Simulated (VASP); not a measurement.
# Ag (I4/mmm) in VASP: a series of runs

The runs below take Ag through electric field gradients, with LDA.

Everything below comes from runs of VASP 6.6.1. Logs are shortened: lines on timing, memory, paths and dates and some standing lists are left out, and cuts for length are marked.

**1. The cell of the first run**

The structure is tetragonal, space group I4/mmm (No. 139). The conventional cell has a = 2.860 Å, b = 2.860 Å, c = 4.086 Å, α = 90.00°, β = 90.00°, γ = 90.00°. Within 3.8 Å of Ag (site symmetry 4/mmm) lie 12 Ag at 2.86 to 2.87 Å.

**2. Electric field gradients, LDA (equal xx and yy strain of -1 %)**

Input file INCAR:

```
PREC = Accurate
ENCUT = 520
EDIFF = 1E-8
ISMEAR = -1
SIGMA = 0.05
LREAL = F
LASPH = T
NELM = 80
ALGO = Normal
ISIF = 2
LWAVE = F
LCHARG = F
LEFG = T
NBANDS = 12
```

Input file KPOINTS:

```
regular mesh
0
Gamma
  15 15 15
```

Input file POSCAR:

```
Ag
1.0
    0.0000000000      2.0226690000      2.0431000000
    2.0226690000      0.0000000000      2.0431000000
    2.0226690000      2.0226690000      0.0000000000
Ag
1
Direct
    0.0000000000      0.0000000000      0.0000000000
```

Potentials or basis: VASP PAW LDA potentials, release 64 (Ag).

Command:

```sh
$ cat potpaw_LDA.64/Ag/POTCAR > POTCAR
$ mpirun -np 1 vasp_std > vasp.out
```

OUTCAR:

```text
PREC = Accurate
   ENCUT = 520
   EDIFF = 1E-8
   ISMEAR = -1
   LREAL = F
   LASPH = T
   NELM = 80
   ISIF = 2

 ion  position               nearest neighbor table
   1  0.000  0.000  0.000-

  LATTYP: Found a body centered tetragonal cell.
 ALAT       =     2.8604859320
 C/A-ratio  =     1.4284985479

  Lattice vectors:

 A1 = (  -2.0226690000,   0.0000000000,   2.0431000000)
 A2 = (   2.0226690000,   0.0000000000,   2.0431000000)
 A3 = (   0.0000000000,   2.0226690000,  -2.0431000000)

Analysis of symmetry for initial positions (statically):
=====================================================================
 Subroutine PRICEL returns:
 Original cell was already a primitive cell.

 Routine SETGRP: Setting up the symmetry group for a
 body centered tetragonal supercell.

 Subroutine GETGRP returns: Found 16 space group operations
 (whereof 16 operations were pure point group operations)
 out of a pool of 16 trial point group operations.

The static configuration has the point symmetry D_4h.

Analysis of symmetry for dynamics (positions and initial velocities):
=====================================================================
 Subroutine PRICEL returns:
 Original cell was already a primitive cell.

 Routine SETGRP: Setting up the symmetry group for a
 body centered tetragonal supercell.

 Subroutine GETGRP returns: Found 16 space group operations
 (whereof 16 operations were pure point group operations)
 out of a pool of 16 trial point group operations.

The dynamic configuration has the point symmetry D_4h.

 Subroutine INISYM returns: Found 16 space group operations
 (whereof 16 operations are pure point group operations),
 and found     1 'primitive' translations

----------------------------------------------------------------------------------------

                                     Primitive cell

  volume of cell :      16.7174

  direct lattice vectors                    reciprocal lattice vectors
     0.000000000  2.022669000  2.043100000    -0.247198133  0.247198133  0.244726151
     2.022669000  0.000000000  2.043100000     0.247198133 -0.247198133  0.244726151
     2.022669000  2.022669000  0.000000000     0.247198133  0.247198133 -0.244726151

  length of vectors
     2.874969129  2.874969129  2.860485932     0.426737300  0.426737300  0.426737300

  position of ions in fractional coordinates (direct lattice)
     0.000000000  0.000000000  0.000000000

  ion indices of the primitive-cell ions
   primitive index   ion index
                 1           1

----------------------------------------------------------------------------------------

 KPOINTS: regular mesh

Automatic generation of k-mesh.
 Grid dimensions read from file:
 generate k-points for:   15   15   15

 Generating k-lattice:

  Cartesian coordinates                     Fractional coordinates (reciprocal lattice)
    -0.016479876  0.016479876  0.016315077     0.066666667  0.000000000  0.000000000
     0.016479876 -0.016479876  0.016315077     0.000000000  0.066666667  0.000000000
     0.016479876  0.016479876 -0.016315077     0.000000000  0.000000000  0.066666667

  Length of vectors
     0.028449153  0.028449153  0.028449153

  Shift w.r.t. Gamma in fractional coordinates (k-lattice)
     0.000000000  0.000000000  0.000000000

 Subroutine IBZKPT returns following result:
 ===========================================

 Found    288 irreducible k-points:

 Following reciprocal coordinates:
            Coordinates               Weight
  0.000000  0.000000  0.000000      1.000000
  0.066667  0.000000  0.000000      8.000000
  0.133333  0.000000  0.000000      8.000000
  0.200000  0.000000  0.000000      8.000000
  0.266667  0.000000  0.000000      8.000000
  0.333333 -0.000000  0.000000      8.000000
[... 16 lines left out ...]
  0.133333  0.133333  0.000000      2.000000
  0.200000  0.133333  0.000000      8.000000
 [... further k-points ...]
   k-points           NKPTS =    288   k-points in BZ     NKDIM =    288   number of bands    NBANDS=     12
   number of dos      NEDOS =    301   number of ions     NIONS =      1
   total plane-waves  NPLWV =  13824
   dimension x,y,z NGX =    24 NGY =   24 NGZ =   24
   dimension x,y,z NGXF=    48 NGYF=   48 NGZF=   48
   ions per type =               1
   NGX,Y,Z   is equivalent  to a cutoff of  13.88, 13.88, 13.95 a.u.
   NGXF,Y,Z  is equivalent  to a cutoff of  27.76, 27.76, 27.90 a.u.
 SYSTEM =  unknown system
   PREC   = accura    normal or accurate (medium, high low for compatibility)
   ISTART =      0    job   : 0-new  1-cont  2-samecut
   ICHARG =      2    charge: 1-file 2-atom 10-const
   ISPIN  =      1    spin polarized calculation?
   LNONCOLLINEAR =      F non collinear calculations
   LSORBIT =      F    spin-orbit coupling
   LASPH  =      T    aspherical Exc in radial PAW
   ENCUT  =  520.0 eV  38.22 Ry    6.18 a.u.   5.35  5.35  5.32*2*pi/ulx,y,z
   NELM   =     80;   NELMIN=  2; NELMDL= -5     # of ELM steps
   EDIFF  = 0.1E-07   stopping-criterion for ELM
   LREAL  =      F    real-space projection
   EDIFFG = 0.1E-06   stopping-criterion for IOM
   NSW    =      0    number of steps for IOM
   IBRION =     -1    ionic relax: 0-MD 1-quasi-New 2-CG
   NFREE  =      0    steps in history (QN), initial steepest desc. (CG)
   ISIF   =      2    stress and relaxation
   ISYM   =      2    0-nonsym 1-usesym 2-fastsym
   POTIM  = 0.5000    time-step for ionic-motion
   TEBEG  =    0.0;   TEEND  =   0.0 temperature during run
   PSTRESS=    0.0 pullay stress
   NELECT =      11.0000    total number of electrons
   NUPDOWN=      -1.0000    fix difference up-down
   EMIN   =  10.00;   EMAX   =-10.00  energy-range for DOS
   EFERMI =   0.00;   METHOD = LEGACY
   ISMEAR =    -1;   SIGMA  =   0.05  broadening in eV -4-tet -1-fermi 0-gaus
   EFERMI_NEDOS =   21; number of points for ismear=-14 and -15
   IALGO  =     38    algorithm
   IMIX   =      4    mixing-type and parameters
     AMIX     =   0.40;   BMIX     =  1.00
     AMIX_MAG =   1.60;   BMIX_MAG =  1.00
  volume/ion in A,a.u.               =      16.72       112.81
  Fermi-wavevector in a.u.,A,eV,Ry     =   1.423910  2.690800 27.586093  2.027521
  Thomas-Fermi vector in A             =   2.544458
   LORBIT       =      0    0 simple, 1 ext, 2 COOP (PROOUT), +10 PAW based schemes
   GGA     = CA    functional components
   LHFCALC =     F    Hartree Fock is set to
   AEXX    =    0.0000 exact exchange contribution
   IVDW    =     0    specifies the selected vdW correction
   LEPSILON=     F    determine dielectric tensor
   LRPA    =     F    only Hartree local field effects (RPA)
 non-spin polarized calculation
  energy-cutoff  :      520.00
  volume of cell :       16.72
 maximum number of plane-waves:       463
 NGX is ok and might be reduce to    24
   NGX = 11   NGY = 11   NGZ = 11

 number of electron      11.0000000 magnetization

 Free energy of the ion-electron system (eV)
  ---------------------------------------------------
  ext. energy  EPLUGINS =         0.00000000
  ---------------------------------------------------
  free energy    TOTEN  =        -3.76909637 eV

  energy without entropy =       -3.76579360  energy(sigma->0) =       -3.76744499

 E-fermi :   8.5693     XC(G=0): -12.7004

 val. band max:        8.5587268338   @ k =  -0.3333   0.0000   0.2000
 cond. band min:       8.5725857381   @ k =   0.4667   0.2667   0.0000
 fundamental gap:      0.0138589043
 Fermi energy:         8.5693001740

 k-point     1 :       0.0000    0.0000    0.0000
  band No.  band energies     occupation
      1       0.4528      2.00000
      2       3.5321      2.00000
      3       3.5996      2.00000
      4       3.5996      2.00000
      5       4.6333      2.00000
      6       4.7026      2.00000
      7      24.4901      0.00000
      8      28.0187      0.00000
      9      28.1535      0.00000
     10      28.1535      0.00000
     11      33.1767      0.00000
     12      34.2459      0.00000

 k-point     2 :       0.0667    0.0000    0.0000
  band No.  band energies     occupation
      1       0.5940      2.00000
      2       3.5295      2.00000
      3       3.6087      2.00000
      4       3.6396      2.00000
      5       4.6192      2.00000
      6       4.6858      2.00000
      7      24.5243      0.00000
      8      26.9944      0.00000
      9      28.1341      0.00000
     10      28.2210      0.00000
     11      33.1103      0.00000
     12      34.0876      0.00000
[... 316 lines left out ...]
 k-point    24 :       0.2000    0.1333    0.0000
  band No.  band energies     occupation
      1       1.5970      2.00000
      2       3.1343      2.00000
      3       3.9564      2.00000
      4       4.0091      2.00000
      5       4.3811      2.00000
      6       4.8915      2.00000
      7      23.6982      0.00000
      8      25.2571      0.00000
      9      25.6801      0.00000
     10      27.1135      0.00000
     11      30.6130      0.00000
     12      33.9204      0.00000

 [... further k-points ...]
[... 5 lines left out ...]
  --------------------------------------------------------------------------------------
  -------------------------------------------------------------------------------------
  Total       -0.5417818     -0.5417818     -0.5617001      0.0000000     -0.0000000      0.0000000
  in kB      -51.9237142    -51.9237142    -53.8326593      0.0000000     -0.0000000      0.0000000
  external PRESSURE =     -52.5600292 kB  Pullay stress =       0.0000000 kB

 VOLUME and BASIS-vectors are now :
 -----------------------------------------------------------------------------
  energy-cutoff  :      520.00
  volume of cell :       16.72
      direct lattice vectors                 reciprocal lattice vectors
     0.000000000  2.022669000  2.043100000    -0.247198133  0.247198133  0.244726151
     2.022669000  0.000000000  2.043100000     0.247198133 -0.247198133  0.244726151
     2.022669000  2.022669000  0.000000000     0.247198133  0.247198133 -0.244726151

 POSITION                                       TOTAL-FORCE (eV/Angst)
 -----------------------------------------------------------------------------------
      0.00000      0.00000      0.00000        -0.000000     -0.000000      0.000000
 -----------------------------------------------------------------------------------
    total drift:                               -0.000000     -0.000000     -0.000000

  FREE ENERGIE OF THE ION-ELECTRON SYSTEM (eV)
  ---------------------------------------------------
  free  energy   TOTEN  =        -3.7690963684 eV

  energy  without entropy=       -3.7657936020  energy(sigma->0) =       -3.76744499

 Electric field gradients (V/A^2)
---------------------------------------------------------------------
 ion       V_xx      V_yy      V_zz      V_xy      V_xz      V_yz
---------------------------------------------------------------------
   1      -0.002    -0.002     0.005     0.001     0.000     0.000
---------------------------------------------------------------------

 Electric field gradients after diagonalization (V/A^2)
 (convention: |V_zz| > |V_xx| > |V_yy|)
----------------------------------------------------------------------
 ion       V_xx      V_yy      V_zz     asymmetry (V_yy - V_xx)/ V_zz
----------------------------------------------------------------------
   1      -0.003    -0.002     0.005       0.277
----------------------------------------------------------------------

           NMR quadrupolar parameters

 Cq : quadrupolar parameter    Cq=e*Q*V_zz/h
 eta: asymmetry parameters     (V_yy - V_xx)/ V_zz
 Q  : nuclear electric quadrupole moment in mb (millibarn)
----------------------------------------------------------------------
 ion       Cq(MHz)       eta       Q (mb)
----------------------------------------------------------------------
   1       0.000       0.277       1.000
----------------------------------------------------------------------
```

It took 33 s on 1 thread of AMD EPYC 9R14 (Zen 4), shared host; peak memory 0.14 GiB.

What came out:

- Free energy: -3.7691 eV
- Pressure: -5.3 GPa

Caveat: the cell differs from its parent crystal (equal xx and yy strain of -1 %); without QUAD_EFG the Cq values of the log hold for a quadrupole moment of 1 mb, not for the nuclei.

**3. Electric field gradients, LDA (zz strain of -1 %)**

Input file INCAR:

```
PREC     = Accurate       # precision mode
ENCUT    = 520            # plane-wave cutoff, eV
EDIFF    = 1E-8           # SCF threshold, eV
ISMEAR   = -1             # smearing method
SIGMA    = 0.05           # smearing width, eV
LREAL    = F              # projectors in reciprocal space
LASPH    = T              # aspherical terms in the spheres
NELM     = 80             # most SCF steps
ALGO     = Normal         # electronic algorithm
ISIF     = 2              # what is computed and relaxed
LWAVE    = F              # write WAVECAR
LCHARG   = F              # write CHGCAR
GGA      = CA             # functional
LEFG     = T            
NBANDS   = 12             # bands
```

KPOINTS is that of step 2.

Input file POSCAR:

```
Ag
1.0
    0.0000000000      2.0431000000      2.0226690000
    2.0431000000      0.0000000000      2.0226690000
    2.0431000000      2.0431000000      0.0000000000
Ag
1
Direct
    0.0000000000      0.0000000000      0.0000000000
```

Potentials or basis: VASP PAW LDA potentials, release 64 (Ag).

Command:

```sh
$ cat potpaw_LDA.64/Ag/POTCAR > POTCAR
$ mpirun -np 1 vasp_std > vasp.out
```

OUTCAR:

```text
PREC = Accurate
   ENCUT = 520
   EDIFF = 1E-8
   ISMEAR = -1
   LREAL = F
   LASPH = T
   NELM = 80
   ISIF = 2
   GGA = CA

 ion  position               nearest neighbor table
   1  0.000  0.000  0.000-

  LATTYP: Found a body centered tetragonal cell.
 ALAT       =     2.8893797293
 C/A-ratio  =     1.4000714267

  Lattice vectors:

 A1 = (   0.0000000000,  -2.0431000000,  -2.0226690000)
 A2 = (   0.0000000000,   2.0431000000,  -2.0226690000)
 A3 = (   2.0431000000,   0.0000000000,   2.0226690000)

Analysis of symmetry for initial positions (statically):
=====================================================================
 Subroutine PRICEL returns:
 Original cell was already a primitive cell.

 Routine SETGRP: Setting up the symmetry group for a
 body centered tetragonal supercell.

 Subroutine GETGRP returns: Found 16 space group operations
 (whereof 16 operations were pure point group operations)
 out of a pool of 16 trial point group operations.

The static configuration has the point symmetry D_4h.

Analysis of symmetry for dynamics (positions and initial velocities):
=====================================================================
 Subroutine PRICEL returns:
 Original cell was already a primitive cell.

 Routine SETGRP: Setting up the symmetry group for a
 body centered tetragonal supercell.

 Subroutine GETGRP returns: Found 16 space group operations
 (whereof 16 operations were pure point group operations)
 out of a pool of 16 trial point group operations.

The dynamic configuration has the point symmetry D_4h.

 Subroutine INISYM returns: Found 16 space group operations
 (whereof 16 operations are pure point group operations),
[... 154 lines left out ...]
      4       3.5147      2.00000
      5       4.5091      2.00000
      6       4.5759      2.00000
      7      24.3265      0.00000
      8      27.8407      0.00000
      9      27.8407      0.00000
     10      27.9718      0.00000
     11      32.9276      0.00000
     12      33.8889      0.00000
[... 331 lines left out ...]
 k-point    24 :       0.2000    0.1333    0.0000
  band No.  band energies     occupation
      1       1.5453      2.00000
      2       3.0947      2.00000
      3       3.8341      2.00000
      4       3.8528      2.00000
      5       4.3035      2.00000
      6       4.7149      2.00000
      7      23.4027      0.00000
      8      25.0022      0.00000
      9      25.3513      0.00000
     10      26.9342      0.00000
     11      30.6860      0.00000
     12      33.5765      0.00000

 [... further k-points ...]
[... 5 lines left out ...]
  --------------------------------------------------------------------------------------
  -------------------------------------------------------------------------------------
  Total       -0.6658057     -0.6658057     -0.6613206      0.0000000     -0.0000000     -0.0000000
  in kB      -63.1719142    -63.1719142    -62.7463668      0.0000000     -0.0000000     -0.0000000
  external PRESSURE =     -63.0300651 kB  Pullay stress =       0.0000000 kB

 VOLUME and BASIS-vectors are now :
 -----------------------------------------------------------------------------
  energy-cutoff  :      520.00
  volume of cell :       16.89
      direct lattice vectors                 reciprocal lattice vectors
     0.000000000  2.043100000  2.022669000    -0.244726151  0.244726151  0.247198133
     2.043100000  0.000000000  2.022669000     0.244726151 -0.244726151  0.247198133
     2.043100000  2.043100000  0.000000000     0.244726151  0.244726151 -0.247198133

 POSITION                                       TOTAL-FORCE (eV/Angst)
 -----------------------------------------------------------------------------------
      0.00000      0.00000      0.00000         0.000000     -0.000000      0.000000
 -----------------------------------------------------------------------------------
    total drift:                               -0.000000      0.000000     -0.000000

  FREE ENERGIE OF THE ION-ELECTRON SYSTEM (eV)
  ---------------------------------------------------
  free  energy   TOTEN  =        -3.7631145094 eV

  energy  without entropy=       -3.7598059565  energy(sigma->0) =       -3.76146023

 Electric field gradients (V/A^2)
---------------------------------------------------------------------
 ion       V_xx      V_yy      V_zz      V_xy      V_xz      V_yz
---------------------------------------------------------------------
   1      -0.289    -0.289     0.577     0.000     0.001     0.001
---------------------------------------------------------------------

 Electric field gradients after diagonalization (V/A^2)
 (convention: |V_zz| > |V_xx| > |V_yy|)
----------------------------------------------------------------------
 ion       V_xx      V_yy      V_zz     asymmetry (V_yy - V_xx)/ V_zz
----------------------------------------------------------------------
   1      -0.289    -0.288     0.577       0.001
----------------------------------------------------------------------

           NMR quadrupolar parameters

 Cq : quadrupolar parameter    Cq=e*Q*V_zz/h
 eta: asymmetry parameters     (V_yy - V_xx)/ V_zz
 Q  : nuclear electric quadrupole moment in mb (millibarn)
----------------------------------------------------------------------
 ion       Cq(MHz)       eta       Q (mb)
----------------------------------------------------------------------
   1       0.001       0.001       1.000
----------------------------------------------------------------------
```

OSZICAR:

```text
N       E                     dE             d eps       ncg     rms          rms(c)
DAV:   1     0.513275848173E+02    0.51328E+02   -0.54824E+03  6988   0.829E+02
DAV:   2    -0.326313862762E+01   -0.54591E+02   -0.51441E+02  8032   0.195E+02
DAV:   3    -0.408081424825E+01   -0.81768E+00   -0.81716E+00  8132   0.251E+01
DAV:   4    -0.408325450981E+01   -0.24403E-02   -0.24402E-02  7956   0.144E+00
DAV:   5    -0.408327352473E+01   -0.19015E-04   -0.19015E-04  8148   0.113E-01    0.561E+00
DAV:   6    -0.377835669188E+01    0.30492E+00   -0.12484E+00  7436   0.985E+00    0.352E+00
DAV:   7    -0.376772232801E+01    0.10634E-01   -0.78915E-03  8028   0.851E-01    0.197E+00
DAV:   8    -0.376310374949E+01    0.46186E-02   -0.87311E-04  7948   0.229E-01    0.728E-02
DAV:   9    -0.376311532718E+01   -0.11578E-04   -0.71577E-06  8104   0.178E-02    0.153E-02
DAV:  10    -0.376311452747E+01    0.79971E-06   -0.17606E-06  8152   0.103E-02    0.243E-03
DAV:  11    -0.376311450846E+01    0.19010E-07   -0.35725E-08  7848   0.140E-03    0.575E-04
DAV:  12    -0.376311450940E+01   -0.93382E-09   -0.10357E-09  4804   0.300E-04
   1 F= -.37631145E+01 E0= -.37614602E+01  d E =-.330855E-02
```

It took 33 s on 1 thread of AMD EPYC 9R14 (Zen 4), shared host; peak memory 0.14 GiB.

Results:

```
Free energy : -3.7631 eV
Pressure    : -6.3 GPa
```

Levels at points of the mesh, in eV from the Fermi level:
```csv
k point,band 2,band 3,band 4,band 5,band 6,band 7,band 8,band 9,band 10,band 11
"(0.00, 0.00, 0.00)",-4.97,-4.97,-4.91,-3.91,-3.84,15.91,19.42,19.42,19.55,24.51
```

Electric field gradients, principal values (V/Å²):
| atom | least | middle | greatest (by size) |
| --- | --- | --- | --- |
| 1 Ag | -0.288 | -0.289 | 0.577 |

Caveat: the cell differs from its parent crystal (zz strain of -1 %); without QUAD_EFG the Cq values of the log hold for a quadrupole moment of 1 mb, not for the nuclei.

[end of part 1 of 2]
